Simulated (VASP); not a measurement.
# LiH in VASP: a series of runs, part 2 of 2

VASP 6.6.1. The steps go on from the part before.

## Step 5: Single point, PBEsol (strain -0.080 along x and y, +0.000 along z)

INCAR

```
PREC     = Accurate       # precision mode
ENCUT    = 520            # plane-wave cutoff, eV
EDIFF    = 1E-6           # SCF threshold, eV
ISMEAR   = 0              # smearing method
SIGMA    = 0.05           # smearing width, eV
LREAL    = False          # projectors in reciprocal space
LASPH    = True           # aspherical terms in the spheres
NELM     = 60             # most SCF steps
ALGO     = Normal         # electronic algorithm
ISIF     = 2              # what is computed and relaxed
LWAVE    = False          # write WAVECAR
LCHARG   = False          # write CHGCAR
GGA      = PS             # functional
NBANDS   = 9              # bands
```

KPOINTS

```
Automatic mesh
0
Gamma
  10 10 10
```

POSCAR

```
LiH
1.0
    0.0000000000      1.8699000000      2.0325000000
    1.8699000000      0.0000000000      2.0325000000
    1.8699000000      1.8699000000      0.0000000000
Li H
1 1
Direct
    0.0000000000      0.0000000000      0.0000000000
    0.5000000000      0.5000000000      0.5000000000
```

Potentials or basis: VASP PAW PBE potentials, release 64 (Li_sv, H).

Command:

```console
> cat potpaw_PBE.64/Li_sv/POTCAR potpaw_PBE.64/H/POTCAR > POTCAR
> mpirun -np 1 vasp_std > vasp.out
```

OUTCAR:

```text
PREC = Accurate
   ENCUT = 520
   EDIFF = 1E-6
   ISMEAR = 0
   LREAL = False
   LASPH = True
   NELM = 60
   ISIF = 2
   GGA = PS

 ion  position               nearest neighbor table
   1  0.000  0.000  0.000-
   2  0.500  0.500  0.500-

  LATTYP: Found a body centered tetragonal cell.
 ALAT       =     2.6444379403
 C/A-ratio  =     1.5371886548

  Lattice vectors:

 A1 = (  -1.8699000000,   0.0000000000,   2.0325000000)
 A2 = (   1.8699000000,   0.0000000000,   2.0325000000)
 A3 = (   0.0000000000,   1.8699000000,  -2.0325000000)

Analysis of symmetry for initial positions (statically):
=====================================================================
 Subroutine PRICEL returns:
 Original cell was already a primitive cell.

 Routine SETGRP: Setting up the symmetry group for a
 body centered tetragonal supercell.

 Subroutine GETGRP returns: Found 16 space group operations
 (whereof 16 operations were pure point group operations)
 out of a pool of 16 trial point group operations.

The static configuration has the point symmetry D_4h.

Analysis of symmetry for dynamics (positions and initial velocities):
=====================================================================
 Subroutine PRICEL returns:
 Original cell was already a primitive cell.

 Routine SETGRP: Setting up the symmetry group for a
 body centered tetragonal supercell.

 Subroutine GETGRP returns: Found 16 space group operations
 (whereof 16 operations were pure point group operations)
 out of a pool of 16 trial point group operations.

The dynamic configuration has the point symmetry D_4h.

 Subroutine INISYM returns: Found 16 space group operations
 (whereof 16 operations are pure point group operations),
 and found     1 'primitive' translations

----------------------------------------------------------------------------------------

                                     Primitive cell

  volume of cell :      14.2134
[... 108 lines left out ...]
     AMIX     =   0.40;   BMIX     =  1.00
     AMIX_MAG =   1.60;   BMIX_MAG =  1.00
  volume/ion in A,a.u.               =       7.11        47.96
  Fermi-wavevector in a.u.,A,eV,Ry     =   1.072825  2.027346 15.659685  1.150954
  Thomas-Fermi vector in A             =   2.208607
   LORBIT       =      0    0 simple, 1 ext, 2 COOP (PROOUT), +10 PAW based schemes
   GGA     = PS    functional components
   LHFCALC =     F    Hartree Fock is set to
   AEXX    =    0.0000 exact exchange contribution
   IVDW    =     0    specifies the selected vdW correction
   LEPSILON=     F    determine dielectric tensor
   LRPA    =     F    only Hartree local field effects (RPA)
 non-spin polarized calculation
 Gauss-broadening in eV      SIGMA  =   0.05
  energy-cutoff  :      520.00
  volume of cell :       14.21
 maximum number of plane-waves:       396
 NGX is ok and might be reduce to    24
   NGX = 11   NGY = 11   NGZ =  9

 number of electron       3.9999998 magnetization

 Free energy of the ion-electron system (eV)
  ---------------------------------------------------
  ext. energy  EPLUGINS =         0.00000000
  ---------------------------------------------------
  free energy    TOTEN  =        -6.07618384 eV

  energy without entropy =       -6.07618384  energy(sigma->0) =       -6.07618384

 E-fermi :   1.3481     XC(G=0):  -9.0144

 val. band max:        1.0176642633   @ k =   0.5000   0.0000   0.5000
 cond. band min:       2.6478239018   @ k =   0.5000   0.5000   0.0000
 fundamental gap:      1.6301596385
 Fermi energy:         1.3481207174

 k-point     1 :       0.0000    0.0000    0.0000
  band No.  band energies     occupation
      1     -42.8433      2.00000
      2      -5.2317      2.00000
      3      18.3312      0.00000
      4      19.6077      0.00000
      5      19.6078      0.00000
      6      20.2910      0.00000
      7      24.4328      0.00000
      8      24.9456      0.00000
      9      24.9456      0.00000
[... 265 lines left out ...]
 k-point    24 :       0.4000    0.3000    0.0000
  band No.  band energies     occupation
      1     -42.7713      2.00000
      2      -2.1402      2.00000
      3       6.6907      0.00000
      4      12.2614      0.00000
      5      13.9924      0.00000
      6      18.7484      0.00000
      7      20.5007      0.00000
      8      32.1858      0.00000
      9      34.1459      0.00000

 [... further k-points ...]
[... 5 lines left out ...]
  --------------------------------------------------------------------------------------
  -------------------------------------------------------------------------------------
  Total        0.7011788      0.7011788     -0.0892012      0.0000000      0.0000000      0.0000000
  in kB       79.0391144     79.0391144    -10.0550463      0.0000000      0.0000000      0.0000000
  external PRESSURE =      49.3410608 kB  Pullay stress =       0.0000000 kB

 VOLUME and BASIS-vectors are now :
 -----------------------------------------------------------------------------
  energy-cutoff  :      520.00
  volume of cell :       14.21
      direct lattice vectors                 reciprocal lattice vectors
     0.000000000  1.869900000  2.032500000    -0.267393978  0.267393978  0.246002460
     1.869900000  0.000000000  2.032500000     0.267393978 -0.267393978  0.246002460
     1.869900000  1.869900000  0.000000000     0.267393978  0.267393978 -0.246002460

 POSITION                                       TOTAL-FORCE (eV/Angst)
 -----------------------------------------------------------------------------------
      0.00000      0.00000      0.00000        -0.000000      0.000000      0.000000
      1.86990      1.86990      2.03250         0.000000     -0.000000     -0.000000
 -----------------------------------------------------------------------------------
    total drift:                                0.000000     -0.000000     -0.000000

  FREE ENERGIE OF THE ION-ELECTRON SYSTEM (eV)
  ---------------------------------------------------
  free  energy   TOTEN  =        -6.0761838387 eV

  energy  without entropy=       -6.0761838387  energy(sigma->0) =       -6.07618384
```

stdout:

```text
POSCAR found type information on POSCAR LiH
 POSCAR found :  2 types and       2 ions
 scaLAPACK will be used
 -----------------------------------------------------------------------------
|                                                                             |
|                                                                             |
|     You enforced a specific xc type in the INCAR file but a different       |
|     I HOPE YOU KNOW WHAT YOU ARE DOING!                                     |
|                                                                             |
 -----------------------------------------------------------------------------

 LDA part: xc-table for (Slater+PW92), standard interpolation
 POSCAR, INCAR and KPOINTS ok, starting setup
 FFT: planning ... GRIDC
 FFT: planning ... GRID_SOFT
 FFT: planning ... GRID
 WAVECAR not read
 entering main loop
```

Run time: 4.2 s. Hardware: 1 thread of Intel Xeon 6975P-C (Granite Rapids), shared host; peak memory 0.13 GiB.

Results:

```yaml
Free_energy: -6.0762 eV
Band_gap_on_the_k_mesh: 1.63 eV, indirect (least direct gap 2.33 eV)
```

Caveat: the cell differs from its parent crystal (strain -0.080 along x and y, +0.000 along z); the cutoff is under 1.25 times the usual one of these potentials, so pressure, stress and relaxed cells hold a basis-set (Pulay) error; the PAW data sets were made with another functional, which shifts forces and pressure a little.

## Step 6: The runs side by side

| cell | gap on the mesh (eV) |
| --- | --- |
| a = 2.989 Å, angles 60.0°, 2 atoms | 2.86 |
| a = 3.104 Å, angles 60.0°, 2 atoms | 2.91 |
| a = 2.703, b = 2.703, c = 2.644 Å, angles 60.7, 60.7, 58.6°, 2 atoms | 2.04 |
| a = 2.762, b = 2.762, c = 2.644 Å, angles 61.4, 61.4, 57.2°, 2 atoms | 1.63 |

Alike in all rows: task single point; level PBEsol; potentials or basis VASP PAW PBE potentials, release 64 (Li_sv, H); no spin polarisation; k mesh 10 × 10 × 10; cutoff (eV) 520; smearing gaussian 0.05 eV.

Caveats: the cutoff is under 1.25 times the usual one of these potentials, so pressure, stress and relaxed cells hold a basis-set (Pulay) error; the PAW data sets were made with another functional, which shifts forces and pressure a little.

Absolute energies hang on the potentials; compare differences alone.
